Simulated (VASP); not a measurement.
Set up this calculation in VASP 6.6.1, as the native input.

```yaml
Task: single point
Functional: BLYP
Dispersion: D3(BJ)
Potentials_or_basis: VASP PAW PBE potentials, release 64 (Si, W_sv)
Cutoff: 520 eV
k_mesh: 10 × 10 × 10
Occupations: gaussian, width 0.05 eV
Spin: no spin polarisation
Dipole_correction: no
Further_INCAR_settings: ALGO = Normal; EDIFF = 1e-07; NBANDS = 18
```

The structure of Si2W lies in POSCAR:

```
Si2W
1.0
   -1.6208807246      1.6208807246      3.9277142688
    1.6208807246     -1.6208807246      3.9277142688
    1.6208807246      1.6208807246     -3.9277142688
Si W
2 1
Direct
    0.3355599920      0.3355599920      0.0000000000
    0.6644400080      0.6644400080      0.0000000000
    0.0000000000      0.0000000000      0.0000000000
```

This cell differs from its parent crystal: volume scaled by 1.04.

The input as run:

INCAR

```
PREC = Accurate
ENCUT = 520
EDIFF = 1E-7
ISMEAR = 0
SIGMA = 0.05
LREAL = False
LASPH = True
NELM = 80
ALGO = Normal
ISIF = 2
LWAVE = False
LCHARG = True
GGA = B5
ALDAX = 1.0
AGGAX = 1.0
AGGAC = 1.0
ALDAC = 0.0
IVDW = 12
VDW_S6 = 1.0
VDW_S8 = 2.6996
VDW_A1 = 0.4298
VDW_A2 = 4.2359
LELF = True
LVHAR = True
NBANDS = 18
```

KPOINTS

```
Automatic mesh
0
Gamma
  10 10 10
```

Potentials or basis: VASP PAW PBE potentials, release 64 (Si, W_sv).

The run is started by

```sh
$ cat potpaw_PBE.64/Si/POTCAR potpaw_PBE.64/W_sv/POTCAR > POTCAR
$ mpirun -np 1 vasp_std > vasp.out
```

Results of the run:

| Property | Result |
| --- | --- |
| Pressure | -6.9 GPa |
| Largest force | 0.010 eV/Å |
| Band gap on the k mesh | zero (band 11 reaches 12.77 eV, above the bottom of band 12 at 11.60 eV) |
| Dispersion energy per atom | -1.296 eV |

Caveat: the PAW data sets were made with another functional, which shifts forces and pressure a little; spin-orbit coupling is left out, which moves the levels of the heavy elements; pairwise dispersion overbinds metals, which lowers pressure and volume.

Run time: 2.5 min on 1 thread of Intel(R) Xeon(R) Platinum 8375C CPU @ 2.90GHz (Ice Lake), on a shared host, peak memory 0.25 GiB.
